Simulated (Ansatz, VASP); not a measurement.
Mg3Cd2Te3: VASP beside Ansatz

```
CELL_PARAMETERS angstrom
5.59641 0.00000 0.00000
0.00000 5.59641 0.00000
0.00000 0.00000 8.40890
ATOMIC_POSITIONS crystal
Mg 0.00000 0.00000 0.00000
Mg 0.50000 0.50000 0.18057
Mg 0.50000 0.50000 0.81943
Cd 0.00000 0.00000 0.33710
Cd 0.00000 0.00000 0.66290
Te 0.50000 0.00000 0.00000
Te 0.00000 0.50000 0.00000
Te 0.50000 0.50000 0.50000
```

Alike in both runs: functional PBE; k mesh 3 × 3 × 3; occupations gaussian, width 0.2 eV; no spin polarisation.

Ansatz relaxed the structure, and its values are those at the end. VASP's run is a single point on that final structure, the one shown.

|  | VASP | Ansatz |
| --- | --- | --- |
| version | VASP 6.6.1 | Ansatz 0.2.0 |
| potentials or method | VASP PAW PBE potentials, release 64 (Mg, Cd, Te), cutoff 520 eV | scalar-relativistic, plane waves, PAW |
| valence electrons in the cell | 48 | 118 |

|  | VASP | Ansatz | Ansatz less VASP |
| --- | --- | --- | --- |
| gap on the k mesh at the Fermi level (eV) | none | none | - |
| pressure (GPa) | 0.2 | 0.2 | +0.01 |
| rms of the force components (eV/Å) | 0.013 | 0.003 | -0.0098 |

A gap of «none» marks a metal or a gap that the smearing closes. VASP's potentials hold 48 valence electrons a cell and Ansatz's 118, so a difference there can come from the potentials and not from the codes.

The k mesh is coarse, so the values compare programs but aren't converged. Neither program's run includes spin-orbit coupling.
